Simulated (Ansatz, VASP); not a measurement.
## Two plane-wave programs on NbCd3

```
Nb Cd
1.0
     4.18671    0.00000    0.00000
     0.00000    4.18671    0.00000
     0.00000    0.00000    4.18671
Nb Cd
1 3
Direct
  0.00000 0.00000 0.00000
  0.00000 0.50000 0.50000
  0.50000 0.00000 0.50000
  0.50000 0.50000 0.00000
```

Change from the starting cell: volume scaled by 0.98, PAW files.

Alike in both runs: task electric field gradients; functional LDA; k mesh 9 × 9 × 9; occupations fermi-dirac, width 0.08 eV; no spin polarisation.

```csv
,VASP,Ansatz
version,VASP 6.6.1,Ansatz 0.2.0
potentials or method,"VASP PAW LDA potentials, release 64 (Nb_sv, Cd)","PAW with Ansatz's default frozen-core files, scalar-relativistic"
plane-wave cutoff (eV),520,420
valence electrons in the cell,49,73
```

```csv
,VASP,Ansatz,Ansatz less VASP
pressure (GPa),0.7,-0.2,-0.93
size of Vzz on the site where it differs most (V/Å²),115.2,115.9,+0.64
```

LDA's correlation is that of Perdew and Zunger in VASP and of Perdew and Wang (1992) in Ansatz. VASP's potentials hold 49 valence electrons a cell and Ansatz's 73, so a difference there can come from the potentials and not from the codes.
